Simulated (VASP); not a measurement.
Set up this calculation in VASP 6.6.1, as the native input.

* Task: single point
* Functional: r2SCAN
* Dispersion: D4
* Potentials or basis: VASP PAW PBE potentials, release 64 (Ta_pv, N)
* Cutoff: 520 eV
* k mesh: 5 × 5 × 8
* Occupations: fermi-dirac, width 0.05 eV
* Spin: no spin polarisation
* Dipole correction: no
* Further INCAR settings: ALGO = Normal; EDIFF = 1e-06; NBANDS = 33

TaN:

```
Ta N
1.0
     5.29281    0.00000    0.00000
    -2.64641    4.58371    0.00000
     0.00000    0.00000    2.96503
Ta N
3 3
Direct
  0.00000 0.00000 0.00000
  0.33333 0.66667 0.50000
  0.66667 0.33333 0.50000
  0.50000 0.00000 0.00000
  0.50000 0.50000 0.00000
  0.00000 0.50000 0.00000
```

The input as run:

POSCAR

```
TaN
1.0
    5.2928101612      0.0000000000      0.0000000000
   -2.6464050806      4.5837081885      0.0000000000
    0.0000000000      0.0000000000      2.9650340876
Ta N
3 3
Direct
    0.0000000000      0.0000000000      0.0000000000
    0.3333333333      0.6666666667      0.5000000000
    0.6666666667      0.3333333333      0.5000000000
    0.5000000000      0.0000000000      0.0000000000
    0.5000000000      0.5000000000      0.0000000000
    0.0000000000      0.5000000000      0.0000000000
```

INCAR.step1

```
PREC = Accurate ; ENCUT = 520
ISMEAR = -1 ; SIGMA = 0.05
LREAL = False ; LASPH = True
NELM = 100 ; NBANDS = 33
GGA = PE ; ALGO = Normal
EDIFF = 1E-4 ; LWAVE = True
LCHARG = False
```

INCAR.step2

```
PREC = Accurate ; ENCUT = 520
EDIFF = 1E-6 ; ISMEAR = -1
SIGMA = 0.05 ; LREAL = False
LASPH = True ; NELM = 100
ALGO = Normal ; ISIF = 2
LWAVE = False ; LCHARG = False
METAGGA = R2SCAN ; LMIXTAU = True
IVDW = 13 ; VDW_S6 = 1.0
VDW_S8 = 0.6018749 ; VDW_A1 = 0.51559235
VDW_A2 = 5.77342911 ; NBANDS = 33
ISTART = 1
```

KPOINTS

```
Automatic mesh
0
Gamma
  5 5 8
```

Potentials or basis: VASP PAW PBE potentials, release 64 (Ta_pv, N).

Launch:

```sh
$ cat potpaw_PBE.64/Ta_pv/POTCAR potpaw_PBE.64/N/POTCAR > POTCAR
$ cp INCAR.step1 INCAR
$ mpirun -np 1 vasp_std > vasp.out
$ cp INCAR.step2 INCAR
$ mpirun -np 1 vasp_std > vasp.out
```

Results of the run:

* Pressure: -12.8 GPa
* Band gap on the k mesh: zero (bands 24 and 25 overlap by 2.01 eV)
* Dispersion energy per atom: -0.102 eV

Caveat: the stress differs along the axes, from -18 to -10 GPa; the PAW data sets were made with another functional, which shifts forces and pressure a little; spin-orbit coupling is left out, which moves the levels of the heavy elements.

Wall time 5.8 min on 1 thread of Intel Xeon 8259CL (shared host), peak memory 0.22 GiB.
